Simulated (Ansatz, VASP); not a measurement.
One calculation of P, two programs

POSCAR

```
P
1.0
    2.4127253546      0.0000000000      0.0000000000
    0.0000000000      2.4127253546      0.0000000000
    0.0000000000      0.0000000000      2.4127253546
P
1
Direct
    0.0000000000      0.0000000000      0.0000000000
```

Contents of INCAR.step1:

```
SYSTEM = P
PREC     = Accurate       ! precision mode
ENCUT    = 520            ! plane-wave cutoff, eV
ISMEAR   = 0              ! smearing method
SIGMA    = 0.1            ! smearing width, eV
LREAL    = .False.        ! projectors in reciprocal space
LASPH    = .True.         ! aspherical terms in the spheres
NELM     = 100            ! most SCF steps
NBANDS   = 8              ! bands
GGA      = PE             ! functional
ALGO     = Normal         ! electronic algorithm
EDIFF    = 1E-4           ! SCF threshold, eV
LWAVE    = .True.         ! write WAVECAR
LCHARG   = .False.        ! write CHGCAR
```

INCAR.step2

```
SYSTEM = P
PREC     = Accurate       ! precision mode
ENCUT    = 520            ! plane-wave cutoff, eV
EDIFF    = 1E-6           ! SCF threshold, eV
ISMEAR   = 0              ! smearing method
SIGMA    = 0.1            ! smearing width, eV
LREAL    = .False.        ! projectors in reciprocal space
LASPH    = .True.         ! aspherical terms in the spheres
NELM     = 100            ! most SCF steps
ALGO     = Normal         ! electronic algorithm
ISIF     = 2              ! what is computed and relaxed
LWAVE    = .False.        ! write WAVECAR
LCHARG   = .False.        ! write CHGCAR
METAGGA  = R2SCAN         ! meta-GGA
LMIXTAU  = .True.       
NBANDS   = 8              ! bands
ISTART   = 1
```

File KPOINTS:

```
Automatic mesh
0
Gamma
  18 18 18
  0 0 0
```

Input for Ansatz:

```yaml
crystal:
  lattice:
    - [2.4127253546, 0.0, 0.0]
    - [0.0, 2.4127253546, 0.0]
    - [0.0, 0.0, 2.4127253546]
  atoms:
    - { symbol: P, position: [0.0, 0.0, 0.0] }
basis:
  ecutwfc: 500
kpoints:
  mp_grid: { grid: [18, 18, 18] }
hamiltonian:
  xc: r2scan
scf:
  occupations: { method: gaussian, width: 0.1 }
output:
  forces: true
  stress: true
  eigenvalues: true
```

Alike in both runs: task single point; functional r2SCAN; k mesh 18 × 18 × 18; occupations gaussian, width 0.1 eV; no spin polarisation.

```csv
,VASP,Ansatz
version,VASP 6.6.1,Ansatz 0.2.0
potentials or method,"VASP PAW PBE potentials, release 64 (P), cutoff 520 eV","scalar-relativistic, plane waves, PAW"
valence electrons in the cell,5,5
```

Ansatz gave:

```
gap on the k mesh at the Fermi level (eV) : none
pressure (GPa)                            : 3.7
```

**Question.** Which values does VASP return?

**Answer.** gap on the k mesh at the Fermi level (eV): none; pressure (GPa): 3.2.

VASP's potentials were made for PBE, not for r2SCAN. A gap of «none» marks a metal or a gap that the smearing closes. With one functional, cell and mesh, what is left measures potentials, basis and numerics.
